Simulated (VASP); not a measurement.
# Cu (Fm-3m) in VASP: notebook, part 2 of 2

VASP 6.6.1.

### 5 Relaxation of cell and atoms, LDA

The input, INCAR:

```
PREC = Accurate ; ENCUT = 600
EDIFF = 1E-6 ; ISMEAR = 0
SIGMA = 0.1 ; LREAL = F
LASPH = T ; NELM = 80
ALGO = Fast ; ISIF = 3
LWAVE = F ; LCHARG = F
IBRION = 2 ; NSW = 100
EDIFFG = -0.002
```

The input, KPOINTS:

```
Automatic mesh
0
Gamma
  18 18 18
```

The input, POSCAR:

```
Cu
1.0
    0.0000000000      1.7598111927      1.7598111927
    1.7598111927      0.0000000000      1.7598111927
    1.7598111927      1.7598111927      0.0000000000
Cu
1
Direct
    0.0000000000      0.0000000000      0.0000000000
```

Potentials or basis: VASP PAW LDA potentials, release 64 (Cu).

On the command line:

```bash
> cat potpaw_LDA.64/Cu/POTCAR > POTCAR
> mpirun -np 1 vasp_std > vasp.out
```

OUTCAR:

```text
PREC = Accurate
   ENCUT = 600
   EDIFF = 1E-6
   ISMEAR = 0
   LREAL = F
   LASPH = T
   NELM = 80
   ISIF = 3
   IBRION = 2
   NSW = 100
   EDIFFG = -0.002

 ion  position               nearest neighbor table
   1  0.000  0.000  0.000-

  LATTYP: Found a face centered cubic cell.
 ALAT       =     3.5196223854

  Lattice vectors:

 A1 = (   0.0000000000,   1.7598111927,   1.7598111927)
 A2 = (   1.7598111927,   0.0000000000,   1.7598111927)
 A3 = (   1.7598111927,   1.7598111927,   0.0000000000)

Analysis of symmetry for initial positions (statically):
=====================================================================
 Subroutine PRICEL returns:
 Original cell was already a primitive cell.

 Routine SETGRP: Setting up the symmetry group for a
 face centered cubic supercell.

 Subroutine GETGRP returns: Found 48 space group operations
 (whereof 48 operations were pure point group operations)
 out of a pool of 48 trial point group operations.

The static configuration has the point symmetry O_h .

Analysis of symmetry for dynamics (positions and initial velocities):
=====================================================================
 Subroutine PRICEL returns:
 Original cell was already a primitive cell.

 Routine SETGRP: Setting up the symmetry group for a
 face centered cubic supercell.

 Subroutine GETGRP returns: Found 48 space group operations
 (whereof 48 operations were pure point group operations)
 out of a pool of 48 trial point group operations.

The dynamic configuration has the point symmetry O_h .

 Subroutine INISYM returns: Found 48 space group operations
 (whereof 48 operations are pure point group operations),
 and found     1 'primitive' translations

----------------------------------------------------------------------------------------

                                     Primitive cell

  volume of cell :      10.9000

  direct lattice vectors                    reciprocal lattice vectors
     0.000000000  1.759811193  1.759811193    -0.284121389  0.284121389  0.284121389
     1.759811193  0.000000000  1.759811193     0.284121389 -0.284121389  0.284121389
     1.759811193  1.759811193  0.000000000     0.284121389  0.284121389 -0.284121389

  length of vectors
     2.488748856  2.488748856  2.488748856     0.492112681  0.492112681  0.492112681

  position of ions in fractional coordinates (direct lattice)
     0.000000000  0.000000000  0.000000000

  ion indices of the primitive-cell ions
   primitive index   ion index
                 1           1

----------------------------------------------------------------------------------------

 KPOINTS: Automatic mesh

Automatic generation of k-mesh.
 Grid dimensions read from file:
 generate k-points for:   18   18   18

 Generating k-lattice:

  Cartesian coordinates                     Fractional coordinates (reciprocal lattice)
[... 44 lines left out ...]
   total plane-waves  NPLWV =   8000
   dimension x,y,z NGX =    20 NGY =   20 NGZ =   20
   dimension x,y,z NGXF=    40 NGYF=   40 NGZF=   40
   ions per type =               1
   NGX,Y,Z   is equivalent  to a cutoff of  13.36, 13.36, 13.36 a.u.
   NGXF,Y,Z  is equivalent  to a cutoff of  26.72, 26.72, 26.72 a.u.
 SYSTEM =  unknown system
   PREC   = accura    normal or accurate (medium, high low for compatibility)
   ISTART =      0    job   : 0-new  1-cont  2-samecut
   ICHARG =      2    charge: 1-file 2-atom 10-const
   ISPIN  =      1    spin polarized calculation?
   LNONCOLLINEAR =      F non collinear calculations
   LSORBIT =      F    spin-orbit coupling
   LASPH  =      T    aspherical Exc in radial PAW
   ENCUT  =  600.0 eV  44.10 Ry    6.64 a.u.   4.97  4.97  4.97*2*pi/ulx,y,z
   NELM   =     80;   NELMIN=  2; NELMDL= -5     # of ELM steps
   EDIFF  = 0.1E-05   stopping-criterion for ELM
   LREAL  =      F    real-space projection
   EDIFFG = -.2E-02   stopping-criterion for IOM
   NSW    =    100    number of steps for IOM
   IBRION =      2    ionic relax: 0-MD 1-quasi-New 2-CG
   NFREE  =      1    steps in history (QN), initial steepest desc. (CG)
   ISIF   =      3    stress and relaxation
   ISYM   =      2    0-nonsym 1-usesym 2-fastsym
   POTIM  = 0.5000    time-step for ionic-motion
   TEBEG  =    0.0;   TEEND  =   0.0 temperature during run
   PSTRESS=    0.0 pullay stress
   NELECT =      11.0000    total number of electrons
   NUPDOWN=      -1.0000    fix difference up-down
   EMIN   =  10.00;   EMAX   =-10.00  energy-range for DOS
   EFERMI =   0.00;   METHOD = LEGACY
   ISMEAR =     0;   SIGMA  =   0.10  broadening in eV -4-tet -1-fermi 0-gaus
   EFERMI_NEDOS =   21; number of points for ismear=-14 and -15
   IALGO  =     68    algorithm
   IMIX   =      4    mixing-type and parameters
     AMIX     =   0.40;   BMIX     =  1.00
     AMIX_MAG =   1.60;   BMIX_MAG =  1.00
  volume/ion in A,a.u.               =      10.90        73.56
  Fermi-wavevector in a.u.,A,eV,Ry     =   1.642088  3.103096 36.687452  2.696452
  Thomas-Fermi vector in A             =   2.732449
   LORBIT       =      0    0 simple, 1 ext, 2 COOP (PROOUT), +10 PAW based schemes
   GGA     = CA    functional components
   LHFCALC =     F    Hartree Fock is set to
   AEXX    =    0.0000 exact exchange contribution
   IVDW    =     0    specifies the selected vdW correction
   LEPSILON=     F    determine dielectric tensor
   LRPA    =     F    only Hartree local field effects (RPA)
 conjugate gradient relaxation of ions
 non-spin polarized calculation
 RMM-DIIS sequential band-by-band and
 Gauss-broadening in eV      SIGMA  =   0.10
  energy-cutoff  :      600.00
  volume of cell :       10.90
 maximum number of plane-waves:       375
   NGX =  9   NGY =  9   NGZ =  9

--------------------------------------- Ionic step        1  -------------------------------------------

 number of electron      10.9999999 magnetization

 Free energy of the ion-electron system (eV)
  ---------------------------------------------------
  ext. energy  EPLUGINS =         0.00000000
  ---------------------------------------------------
  free energy    TOTEN  =        -4.70816150 eV

  energy without entropy =       -4.70650787  energy(sigma->0) =       -4.70733468

------------------------ aborting loop because EDIFF is reached ----------------------------------------

  FORCE on cell =-STRESS in cart. coord.  units (eV):
  Direction    XX          YY          ZZ          XY          YZ          ZX
  --------------------------------------------------------------------------------------
  -------------------------------------------------------------------------------------
  Total        0.0907939      0.0907939      0.0907939     -0.0000000     -0.0000000      0.0000000
  in kB       13.3456279     13.3456279     13.3456279     -0.0000000     -0.0000000      0.0000000
  external PRESSURE =      13.3456279 kB  Pullay stress =       0.0000000 kB
[... 57 lines left out ...]
--------------------------------------- Ionic step        3  -------------------------------------------

 number of electron      11.0000002 magnetization

 Free energy of the ion-electron system (eV)
  ---------------------------------------------------
  ext. energy  EPLUGINS =         0.00000000
  ---------------------------------------------------
  free energy    TOTEN  =        -4.70827499 eV

  energy without entropy =       -4.70662659  energy(sigma->0) =       -4.70745079

 E-fermi :   8.2947     XC(G=0): -13.5501

 val. band max:        8.2769207265   @ k =   0.5000   0.1111   0.0000
 cond. band min:       8.3122938221   @ k =  -0.4444   0.1111   0.0556
 fundamental gap:      0.0353730955
 Fermi energy:         8.2947019040

 k-point     1 :       0.0000    0.0000    0.0000
  band No.  band energies     occupation
      1      -1.6134      2.00000
      2       5.0132      2.00000
      3       5.0132      2.00000
      4       5.0132      2.00000
      5       5.9552      2.00000
      6       5.9552      2.00000
      7      31.6025      0.00000
      8      34.6768      0.00000
      9      34.6768      0.00000
[... 265 lines left out ...]
 k-point    24 :      -0.2222    0.0556    0.0000
  band No.  band energies     occupation
      1       0.5612      2.00000
      2       4.6841      2.00000
      3       5.1922      2.00000
      4       5.2355      2.00000
      5       5.8964      2.00000
      6       6.1729      2.00000
      7      21.9579      0.00000
      8      29.1795      0.00000
      9      32.9436      0.00000

 [... further k-points ...]

------------------------ aborting loop because EDIFF is reached ----------------------------------------

  FORCE on cell =-STRESS in cart. coord.  units (eV):
  Direction    XX          YY          ZZ          XY          YZ          ZX
  --------------------------------------------------------------------------------------
  -------------------------------------------------------------------------------------
  Total        0.0002631      0.0002631      0.0002631      0.0000000      0.0000000      0.0000000
  in kB        0.0384976      0.0384976      0.0384976      0.0000000      0.0000000      0.0000000
  external PRESSURE =       0.0384976 kB  Pullay stress =       0.0000000 kB
[... 16 lines left out ...]
  FREE ENERGIE OF THE ION-ELECTRON SYSTEM (eV)
  ---------------------------------------------------
  free  energy   TOTEN  =        -4.7082749860 eV

  energy  without entropy=       -4.7066265891  energy(sigma->0) =       -4.70745079

 reached required accuracy - stopping structural energy minimisation
```

CONTCAR:

```text
Cu
   1.00000000000000
    -0.0000000000000000    1.7624990999262868    1.7624990999262868
     1.7624990999262868   -0.0000000000000000    1.7624990999262868
     1.7624990999262868    1.7624990999262868    0.0000000000000000
  Cu
     1
Direct
     0.0000000000000000    0.0000000000000000    0.0000000000000000

  0.00000000E+00  0.00000000E+00  0.00000000E+00
```

Wall time 38 s (1 thread of Intel Xeon 6975P-C, shared host); peak memory 0.14 GiB.

Results:

```yaml
Free_energy: -4.7083 eV
Relaxed_volume: 10.95 Å³/atom
Relaxed_cell: a = 2.493 Å, b = 2.493 Å, c = 2.493 Å, α = 60.00°, β = 60.00°, γ = 60.00°
Space_group_after_relaxing_to_0.05_Å: Fm-3m (No. 225)
Energy_gained_by_relaxing: 0.1 meV/atom
Ionic_steps: 3
Pressure_after_relaxing: 0.0 GPa
```

Step by step:
| step | energy change (eV) | largest force (eV/Å) | pressure (GPa) | volume (Å³) |
| --- | --- | --- | --- | --- |
| 1 | 0.0000 | 0.0000 | 1.33 | 10.90 |
| 2 | 0.0004 | 0.0000 | -1.80 | 11.04 |
| 3 | -0.0001 | 0.0000 | 0.00 | 10.95 |

Final structure:
```
CELL_PARAMETERS angstrom
0.00000 1.76250 1.76250
1.76250 0.00000 1.76250
1.76250 1.76250 0.00000
ATOMIC_POSITIONS crystal
Cu 0.00000 0.00000 0.00000
```

Levels at points of the mesh, in eV from the Fermi level:
| k point | band 3 | band 4 | band 5 | band 6 | band 7 | band 8 | band 9 |
| --- | --- | --- | --- | --- | --- | --- | --- |
| (0.00, 0.00, 0.00) | -3.28 | -3.28 | -2.34 | -2.34 | 23.31 | 26.38 | 26.38 |
| (0.50, 0.00, 0.00) | -3.31 | -1.70 | -1.70 | -1.17 | 4.15 | 21.79 | 23.14 |
| (0.50, 0.50, 0.00) | -1.72 | -1.54 | -1.54 | 1.46 | 7.69 | 13.63 | 13.63 |

### 6 Relaxation of cell and atoms, LDA

The input, INCAR:

```
PREC     = Accurate       # precision mode
ENCUT    = 600            # plane-wave cutoff, eV
EDIFF    = 1E-6           # SCF threshold, eV
ISMEAR   = -1             # smearing method
SIGMA    = 0.15           # smearing width, eV
LREAL    = F              # projectors in reciprocal space
LASPH    = T              # aspherical terms in the spheres
NELM     = 80             # most SCF steps
ALGO     = Normal         # electronic algorithm
ISIF     = 3              # what is computed and relaxed
LWAVE    = F              # write WAVECAR
LCHARG   = F              # write CHGCAR
IBRION   = 2              # ionic algorithm
NSW      = 80             # ionic steps
EDIFFG   = -0.001         # ionic threshold
```

The input, KPOINTS:

```
regular mesh
0
Gamma
  20 20 20
```

The input, POSCAR:

```
Cu
1.0
    0.0000000000      1.7592131594      1.7592131594
    1.7592131594      0.0000000000      1.7592131594
    1.7592131594      1.7592131594      0.0000000000
Cu
1
Direct
    0.0000000000      0.0000000000      0.0000000000
```

Potentials or basis: VASP PAW LDA potentials, release 64 (Cu).

On the command line:

```bash
> cat potpaw_LDA.64/Cu/POTCAR > POTCAR
> mpirun -np 1 vasp_std > vasp.out
```

Wall time 38 s (1 thread of Intel Xeon 6975P-C, shared host); peak memory 0.15 GiB.

It converged, with:

```
Free energy                            : -4.7187 eV
Relaxed volume                         : 10.94 Å³/atom
Relaxed cell                           : a = 2.492 Å, b = 2.492 Å, c = 2.492 Å, α = 60.00°, β = 60.00°, γ = 60.00°
Space group after relaxing (to 0.05 Å) : Fm-3m (No. 225)
Energy gained by relaxing              : 0.2 meV/atom
Ionic steps                            : 3
Pressure after relaxing                : 0.0 GPa
```

The path:
| step | energy change (eV) | largest force (eV/Å) | pressure (GPa) | volume (Å³) |
| --- | --- | --- | --- | --- |
| 1 | 0.0000 | 0.0000 | 0.97 | 10.89 |
| 2 | -0.0001 | 0.0000 | -0.61 | 10.99 |
| 3 | -0.0002 | 0.0000 | -0.01 | 10.94 |

Final structure:
```yaml
crystal:
  lattice:
    - [0.00000, 1.76212, 1.76212]
    - [1.76212, 0.00000, 1.76212]
    - [1.76212, 1.76212, 0.00000]
  atoms:
    - { symbol: Cu, position: [0.00000, 0.00000, 0.00000] }
```

Levels at points of the mesh, in eV from the Fermi level:
```tsv
k point	band 3	band 4	band 5	band 6	band 7	band 8	band 9
(0.00, 0.00, 0.00)	-3.34	-3.34	-2.39	-2.39	23.27	26.35	26.35
(0.50, 0.00, 0.00)	-3.37	-1.76	-1.76	-1.22	4.11	21.75	23.11
(0.50, 0.50, 0.00)	-1.77	-1.60	-1.60	1.42	7.65	13.59	13.59
```

### 7 Summary

| task | cell | k mesh | cutoff (eV) | smearing | gap on the mesh (eV) | pressure (GPa) | relaxed volume (Å³/atom) |
| --- | --- | --- | --- | --- | --- | --- | --- |
| single point | a = 2.489 Å, angles 60.0°, 1 atom | 10 × 10 × 10 | 520 | gaussian 0.1 eV | none | 1.0 | - |
| single point | a = 2.488 Å, angles 60.0°, 1 atom | 18 × 18 × 18 | 520 | gaussian 0.1 eV | none | 0.9 | - |
| single point | a = 2.488 Å, angles 60.0°, 1 atom | 20 × 20 × 20 | 520 | fermi-dirac 0.15 eV | none | 0.9 | - |
| relaxation of cell and atoms | relaxed from a = 2.489 Å, angles 60.0°, 1 atom | 18 × 18 × 18 | 600 | gaussian 0.1 eV | none | 0.0 | 10.95 |
| relaxation of cell and atoms | relaxed from a = 2.488 Å, angles 60.0°, 1 atom | 20 × 20 × 20 | 600 | fermi-dirac 0.15 eV | none | 0.0 | 10.94 |

Alike in all rows: level LDA; potentials or basis VASP PAW LDA potentials, release 64 (Cu); no spin polarisation.

Every run on the cell as given and a fine mesh finds a metal.

Absolute energies hang on the potentials; compare differences alone.
